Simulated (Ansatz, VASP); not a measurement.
## One calculation of Hf3N2, two programs

```
CELL_PARAMETERS angstrom
1.59943 0.92343 7.75484
-1.59943 0.92343 7.75484
0.00000 -1.84686 7.75484
ATOMIC_POSITIONS crystal
Hf 0.77942 0.77942 0.77942
Hf 0.22058 0.22058 0.22058
Hf 0.00000 0.00000 0.00000
N 0.61192 0.61192 0.61192
N 0.38808 0.38808 0.38808
```

Alike in both runs: task single point; functional r2SCAN; k mesh 6 × 6 × 6; occupations gaussian, width 0.1 eV; no spin polarisation.

```csv
,VASP,Ansatz
version,VASP 6.6.1,Ansatz 0.2.0
potentials or method,"VASP PAW PBE potentials, release 64 (Hf_pv, N), cutoff 520 eV","scalar-relativistic, plane waves, PAW"
valence electrons in the cell,40,88
```

```csv
,VASP,Ansatz,Ansatz less VASP
gap on the k mesh at the Fermi level (eV),none,none,-
pressure (GPa),-0.1,1.8,+1.90
"traceless stress, the component that is largest in VASP (GPa)",-0.25,-0.36,-0.117
rms of the force components (eV/Å),0.026,0.040,+0.0139
```

VASP's potentials were made for PBE, not for r2SCAN. Atom by atom the forces differ by 0.029 eV/Å (rms over components). A gap of «none» marks a metal or a gap that the smearing closes. VASP's potentials hold 40 valence electrons a cell and Ansatz's 88, so a difference there can come from the potentials and not from the codes.

The k mesh is coarse, so the values compare programs but aren't converged. Spin-orbit coupling is off throughout.
